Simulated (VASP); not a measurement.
## InSe: single point with PBE

**The experiment to reproduce.**

“The Interaction of Hydrogen with the van der Waals Crystal γ-InSe”, 2020, pmc:7321205 reports, for a bulk crystal of InSe at 300 K: band gap 1.25 eV.

The system is InSe.

```
In Se
1.0
     2.04438    1.18032    9.20160
    -2.04438    1.18032    9.20160
     0.00000   -2.36064    9.20160
In Se
2 2
Direct
  0.00492 0.00492 0.00492
  0.10727 0.10727 0.10727
  0.62549 0.62549 0.62549
  0.82003 0.82003 0.82003
```

```yaml
Program: VASP 6.6.1
Task: single point
Functional: PBE
Potentials_or_basis: VASP PAW PBE potentials, release 64 (In_d, Se)
Cutoff: 520 eV
k_mesh: 12 × 12 × 12
Occupations: gaussian, width 0.02 eV
Spin: no spin polarisation
```

- Pressure: 0.0 GPa
- Largest force: 0.010 eV/Å
- Band gap on the k mesh: 0.69 eV

Forces on the atoms (eV/Å):
```
In   0.000  0.000  0.010
In   0.000  0.000 -0.010
Se   0.000  0.000 -0.010
Se   0.000  0.000  0.010
```

Levels at points of the mesh, in eV from the valence-band top:
```csv
k point,band 17,band 18,band 19,band 20,band 21,band 22
"(0.00, 0.00, 0.00)",-0.93,-0.93,-0.84,1.42,2.21,4.49
"(0.50, 0.00, 0.00)",-1.85,-1.84,-1.32,1.67,1.99,3.90
"(0.50, 0.50, 0.00)",-2.00,-1.76,-1.22,1.62,2.05,3.68
"(0.50, 0.50, 0.50)",-0.89,-0.89,0.00,0.69,2.26,4.47
```

Wall time 81 min on 1 thread of Intel Xeon 8259CL (shared host), peak memory 1.1 GiB.

Against the measured gap of InSe, 1.25 eV (300 K; “The Interaction of Hydrogen with the van der Waals Crystal γ-InSe”, 2020, pmc:7321205), the calculated 0.69 eV is off by -0.56 eV. Spin-orbit coupling on In, Se is left out. The value is that of PBE on a finite k mesh, which can miss the band edges, without temperature or zero-point motion. Semilocal functionals fall short of measured gaps as a rule.

Caveat: spin-orbit coupling is left out, which moves the levels of the heavy elements.
